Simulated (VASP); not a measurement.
# La (P6_3/mmc) in VASP: a series of runs

The runs below take La through single point, with PBE.

All numbers are computed with VASP 6.6.1; they aren't measurements. Logs are shortened: lines on timing, memory, paths and dates and some standing lists are left out, and cuts for length are marked.

**1. The cell of the first run**

The structure is hexagonal, space group P6_3/mmc (No. 194). The conventional cell has a = 3.762 Å, b = 3.762 Å, c = 18.259 Å, α = 90.00°, β = 90.00°, γ = 120.00°. Within 4.9 Å of La (site symmetry 3m) lie 12 La at 3.72 to 3.76 Å. Within 4.9 Å of La (site symmetry -6m2) lie 12 La at 3.75 to 3.76 Å.

**2. Single point, PBE**

INCAR reads:

```
ALGO = Normal
EDIFF = 1E-7
ENCUT = 520
GGA = PE
ISIF = 2
ISMEAR = 0
LASPH = T
LCHARG = F
LREAL = F
LWAVE = F
NBANDS = 42
NELM = 80
PREC = Accurate
SIGMA = 0.1
```

KPOINTS reads:

```
k-points
0
Gamma
  6 6 1
```

POSCAR reads:

```
La
1.0
    3.7622825600      0.0000000000      0.0000000000
   -1.8811412800      3.2582322700      0.0000000000
    0.0000000000      0.0000000000     18.2586361500
La
6
Direct
    0.6666666700      0.3333333300      0.9172385900
    0.0000000000      0.0000000000      0.2500000000
    0.6666666700      0.3333333300      0.5827614100
    0.3333333300      0.6666666700      0.4172385900
    0.0000000000      0.0000000000      0.7500000000
    0.3333333300      0.6666666700      0.0827614100
```

Potentials or basis: VASP PAW PBE potentials, release 64 (La).

Run with:

```
$ cat potpaw_PBE.64/La/POTCAR > POTCAR
$ mpirun -np 1 vasp_std > vasp.out
```

OUTCAR:

```text
EDIFF = 1E-7
   ENCUT = 520
   GGA = PE
   ISIF = 2
   ISMEAR = 0
   LASPH = T
   LREAL = F
   NELM = 80
   PREC = Accurate

 ion  position               nearest neighbor table
   1  0.667  0.333  0.917-
   2  0.000  0.000  0.250-
   3  0.667  0.333  0.583-
   4  0.333  0.667  0.417-
   5  0.000  0.000  0.750-
   6  0.333  0.667  0.083-

  LATTYP: Found a hexagonal cell.
 ALAT       =     3.7622825600
 C/A-ratio  =     4.8530741269

  Lattice vectors:

 A1 = (   3.7622825600,   0.0000000000,   0.0000000000)
 A2 = (  -1.8811412800,   3.2582322700,   0.0000000000)
 A3 = (   0.0000000000,   0.0000000000,  18.2586361500)

Analysis of symmetry for initial positions (statically):
=====================================================================
 Subroutine PRICEL returns:
 Original cell was already a primitive cell.

 Routine SETGRP: Setting up the symmetry group for a
 hexagonal supercell.

 Subroutine GETGRP returns: Found 24 space group operations
 (whereof 12 operations were pure point group operations)
 out of a pool of 24 trial point group operations.

The static configuration has the point symmetry D_3d.
 The point group associated with its full space group is D_6h.

Analysis of symmetry for dynamics (positions and initial velocities):
=====================================================================
 Subroutine PRICEL returns:
 Original cell was already a primitive cell.

 Routine SETGRP: Setting up the symmetry group for a
 hexagonal supercell.

 Subroutine GETGRP returns: Found 24 space group operations
 (whereof 12 operations were pure point group operations)
 out of a pool of 24 trial point group operations.

The dynamic configuration has the point symmetry D_3d.
 The point group associated with its full space group is D_6h.

 Subroutine INISYM returns: Found 24 space group operations
 (whereof 12 operations are pure point group operations),
 and found     1 'primitive' translations

----------------------------------------------------------------------------------------

                                     Primitive cell

  volume of cell :     223.8215

  direct lattice vectors                    reciprocal lattice vectors
     3.762282560  0.000000000  0.000000000     0.265796092  0.153457445  0.000000000
    -1.881141280  3.258232270  0.000000000     0.000000000  0.306914890  0.000000000
     0.000000000  0.000000000 18.258636150     0.000000000  0.000000000  0.054768603

  length of vectors
     3.762282560  3.762282557 18.258636150     0.306914890  0.306914890  0.054768603

  position of ions in fractional coordinates (direct lattice)
     0.666666670  0.333333330  0.917238590
     0.000000000  0.000000000  0.250000000
     0.666666670  0.333333330  0.582761410
     0.333333330  0.666666670  0.417238590
     0.000000000  0.000000000  0.750000000
     0.333333330  0.666666670  0.082761410

  ion indices of the primitive-cell ions
   primitive index   ion index
                 1           1
                 2           2
                 3           3
                 4           4
                 5           5
                 6           6

----------------------------------------------------------------------------------------

 KPOINTS: k-points

Automatic generation of k-mesh.
 Grid dimensions read from file:
 generate k-points for:    6    6    1

 Generating k-lattice:

  Cartesian coordinates                     Fractional coordinates (reciprocal lattice)
     0.044299349  0.025576241  0.000000000     0.166666667 -0.000000000  0.000000000
     0.000000000  0.051152482  0.000000000     0.000000000  0.166666667  0.000000000
     0.000000000  0.000000000  0.054768603     0.000000000  0.000000000  1.000000000

  Length of vectors
     0.051152482  0.051152482  0.054768603

  Shift w.r.t. Gamma in fractional coordinates (k-lattice)
     0.000000000  0.000000000  0.000000000

 Subroutine IBZKPT returns following result:
 ===========================================

 Found      7 irreducible k-points:

 Following reciprocal coordinates:
            Coordinates               Weight
  0.000000  0.000000  0.000000      1.000000
  0.166667  0.000000  0.000000      6.000000
  0.333333  0.000000  0.000000      6.000000
  0.500000 -0.000000  0.000000      3.000000
  0.166667  0.166667  0.000000      6.000000
  0.333333  0.166667  0.000000     12.000000
  0.333333  0.333333  0.000000      2.000000
   k-points           NKPTS =      7   k-points in BZ     NKDIM =      7   number of bands    NBANDS=     42
   number of dos      NEDOS =    301   number of ions     NIONS =      6
   total plane-waves  NPLWV = 109760
   dimension x,y,z NGX =    28 NGY =   28 NGZ =  140
   dimension x,y,z NGXF=    56 NGYF=   56 NGZF=  280
   ions per type =               6
   NGX,Y,Z   is equivalent  to a cutoff of  12.37, 12.37, 12.75 a.u.
   NGXF,Y,Z  is equivalent  to a cutoff of  24.75, 24.75, 25.49 a.u.
 SYSTEM =  unknown system
   PREC   = accura    normal or accurate (medium, high low for compatibility)
   ISTART =      0    job   : 0-new  1-cont  2-samecut
   ICHARG =      2    charge: 1-file 2-atom 10-const
   ISPIN  =      1    spin polarized calculation?
   LNONCOLLINEAR =      F non collinear calculations
   LSORBIT =      F    spin-orbit coupling
   LASPH  =      T    aspherical Exc in radial PAW
   ENCUT  =  520.0 eV  38.22 Ry    6.18 a.u.   7.00  7.00 33.95*2*pi/ulx,y,z
   NELM   =     80;   NELMIN=  2; NELMDL= -5     # of ELM steps
   EDIFF  = 0.1E-06   stopping-criterion for ELM
   LREAL  =      F    real-space projection
   EDIFFG = 0.1E-05   stopping-criterion for IOM
   NSW    =      0    number of steps for IOM
   IBRION =     -1    ionic relax: 0-MD 1-quasi-New 2-CG
   NFREE  =      0    steps in history (QN), initial steepest desc. (CG)
   ISIF   =      2    stress and relaxation
   ISYM   =      2    0-nonsym 1-usesym 2-fastsym
   POTIM  = 0.5000    time-step for ionic-motion
   TEBEG  =    0.0;   TEEND  =   0.0 temperature during run
   PSTRESS=    0.0 pullay stress
   NELECT =      66.0000    total number of electrons
   NUPDOWN=      -1.0000    fix difference up-down
   EMIN   =  10.00;   EMAX   =-10.00  energy-range for DOS
   EFERMI =   0.00;   METHOD = LEGACY
   ISMEAR =     0;   SIGMA  =   0.10  broadening in eV -4-tet -1-fermi 0-gaus
   EFERMI_NEDOS =   21; number of points for ismear=-14 and -15
   IALGO  =     38    algorithm
   IMIX   =      4    mixing-type and parameters
     AMIX     =   0.40;   BMIX     =  1.00
     AMIX_MAG =   1.60;   BMIX_MAG =  1.00
  volume/ion in A,a.u.               =      37.30       251.74
  Fermi-wavevector in a.u.,A,eV,Ry     =   1.089655  2.059149 16.154841  1.187347
  Thomas-Fermi vector in A             =   2.225863
   LORBIT       =      0    0 simple, 1 ext, 2 COOP (PROOUT), +10 PAW based schemes
   GGA     = PE    functional components
   LHFCALC =     F    Hartree Fock is set to
   AEXX    =    0.0000 exact exchange contribution
   IVDW    =     0    specifies the selected vdW correction
   LEPSILON=     F    determine dielectric tensor
   LRPA    =     F    only Hartree local field effects (RPA)
 non-spin polarized calculation
 Gauss-broadening in eV      SIGMA  =   0.10
  energy-cutoff  :      520.00
  volume of cell :      223.82
 maximum number of plane-waves:      6043
 NGX is ok and might be reduce to    28
   NGX = 13   NGY = 13   NGZ = 67

 number of electron      66.0000000 magnetization

 Free energy of the ion-electron system (eV)
  ---------------------------------------------------
  ext. energy  EPLUGINS =         0.00000000
  ---------------------------------------------------
  free energy    TOTEN  =       -29.32054345 eV

  energy without entropy =      -29.26411998  energy(sigma->0) =      -29.29233172

 E-fermi :   7.8432     XC(G=0):  -9.5422

 val. band max:        7.8133988312   @ k =   0.3333   0.1667   0.0000
 cond. band min:       7.9090468584   @ k =   0.3333   0.1667   0.0000
 fundamental gap:      0.0956480272
 Fermi energy:         7.8432392405

 k-point     1 :       0.0000    0.0000    0.0000
  band No.  band energies     occupation
      1     -25.0498      2.00000
      2     -25.0168      2.00000
      3     -24.9812      2.00000
      4     -24.9133      2.00000
      5     -24.8766      2.00000
      6     -24.8416      2.00000
[... 34 lines left out ...]
     41       9.2449      0.00000
     42       9.2831      0.00000

 k-point     2 :       0.1667    0.0000    0.0000
  band No.  band energies     occupation
      1     -25.0089      2.00000
      2     -24.9813      2.00000
      3     -24.9447      2.00000
      4     -24.8875      2.00000
      5     -24.8520      2.00000
      6     -24.8224      2.00000
[... 34 lines left out ...]
     41       9.2641      0.00000
     42       9.3443      0.00000

 k-point     3 :       0.3333    0.0000    0.0000
  band No.  band energies     occupation
      1     -24.9201      2.00000
      2     -24.9065      2.00000
      3     -24.8667      2.00000
      4     -24.8368      2.00000
      5     -24.8058      2.00000
      6     -24.7895      2.00000
[... 34 lines left out ...]
     41       9.2104      0.00000
     42       9.2866      0.00000

 k-point     4 :       0.5000   -0.0000    0.0000
  band No.  band energies     occupation
      1     -24.8696      2.00000
      2     -24.8656      2.00000
      3     -24.8218      2.00000
      4     -24.8113      2.00000
      5     -24.7875      2.00000
      6     -24.7809      2.00000
[... 34 lines left out ...]
     41       9.4165      0.00000
     42       9.4870      0.00000

 k-point     5 :       0.1667    0.1667    0.0000
  band No.  band energies     occupation
      1     -24.9435      2.00000
      2     -24.9259      2.00000
      3     -24.8871      2.00000
      4     -24.8494      2.00000
      5     -24.8167      2.00000
      6     -24.7966      2.00000
[... 34 lines left out ...]
     41       8.8219      0.00000
     42       9.1128      0.00000

 k-point     6 :       0.3333    0.1667    0.0000
  band No.  band energies     occupation
      1     -24.8702      2.00000
      2     -24.8659      2.00000
      3     -24.8222      2.00000
      4     -24.8112      2.00000
      5     -24.7872      2.00000
      6     -24.7804      2.00000
[... 34 lines left out ...]
     41       8.9978      0.00000
     42       9.2743      0.00000

 k-point     7 :       0.3333    0.3333    0.0000
  band No.  band energies     occupation
      1     -24.8434      2.00000
      2     -24.8434      2.00000
      3     -24.7890      2.00000
      4     -24.7890      2.00000
      5     -24.7889      2.00000
      6     -24.7889      2.00000
[... 34 lines left out ...]
     41       8.7314      0.00000
     42       8.8685      0.00000

------------------------ aborting loop because EDIFF is reached ----------------------------------------

  FORCE on cell =-STRESS in cart. coord.  units (eV):
  Direction    XX          YY          ZZ          XY          YZ          ZX
  --------------------------------------------------------------------------------------
  -------------------------------------------------------------------------------------
  Total        0.0808773      0.0808773     -0.8436831      0.0000000      0.0000000      0.0000000
  in kB        0.5789424      0.5789424     -6.0393212      0.0000000      0.0000000      0.0000000
  external PRESSURE =      -1.6271455 kB  Pullay stress =       0.0000000 kB

 VOLUME and BASIS-vectors are now :
 -----------------------------------------------------------------------------
  energy-cutoff  :      520.00
  volume of cell :      223.82
      direct lattice vectors                 reciprocal lattice vectors
     3.762282560  0.000000000  0.000000000     0.265796092  0.153457445  0.000000000
    -1.881141280  3.258232270  0.000000000     0.000000000  0.306914890  0.000000000
     0.000000000  0.000000000 18.258636150     0.000000000  0.000000000  0.054768603

 POSITION                                       TOTAL-FORCE (eV/Angst)
 -----------------------------------------------------------------------------------
      1.88114      1.08608     16.74753         0.000000      0.000000     -0.007760
      0.00000      0.00000      4.56466        -0.000000      0.000000      0.000000
      1.88114      1.08608     10.64043         0.000000      0.000000      0.007760
     -0.00000      2.17215      7.61821        -0.000000     -0.000000     -0.007760
      0.00000      0.00000     13.69398        -0.000000     -0.000000      0.000000
     -0.00000      2.17215      1.51111        -0.000000     -0.000000      0.007760
 -----------------------------------------------------------------------------------
    total drift:                               -0.000000     -0.000000     -0.000000

  FREE ENERGIE OF THE ION-ELECTRON SYSTEM (eV)
  ---------------------------------------------------
  free  energy   TOTEN  =       -29.3205434536 eV

  energy  without entropy=      -29.2641199821  energy(sigma->0) =      -29.29233172
```

Run time: 74 s. Hardware: 1 thread of Intel Xeon 6975P-C (Granite Rapids), shared host; peak memory 0.32 GiB.

What came out:

| Item | Value |
| --- | --- |
| Free energy | -29.3205 eV |
| Pressure | -0.2 GPa |
| Largest force | 0.008 eV/Å |
| Band gap on the k mesh | zero (bands 33 and 34 overlap by 1.09 eV) |

Forces on the atoms (eV/Å):
```
La   0.000  0.000 -0.008
La   0.000  0.000  0.000
La   0.000  0.000  0.008
La   0.000  0.000 -0.008
La   0.000  0.000  0.000
La   0.000  0.000  0.008
```

Stress tensor (GPa, compression positive):
```
 0.06  0.00  0.00
 0.00  0.06  0.00
 0.00  0.00 -0.60
```

Levels at points of the mesh, in eV from the Fermi level:
```tsv
k point	band 31	band 32	band 33	band 34	band 35	band 36
(0.00, 0.00, 0.00)	0.53	0.66	0.96	0.99	1.25	1.25
(0.50, 0.00, 0.00)	-1.03	-0.91	-0.52	0.31	0.38	0.47
```

Caveat: spin-orbit coupling is left out, which moves the levels of the heavy elements.

(Continued in part 2 of 2.)

The gap in the log of VASP goes by the Fermi energy; the results here count the filled bands.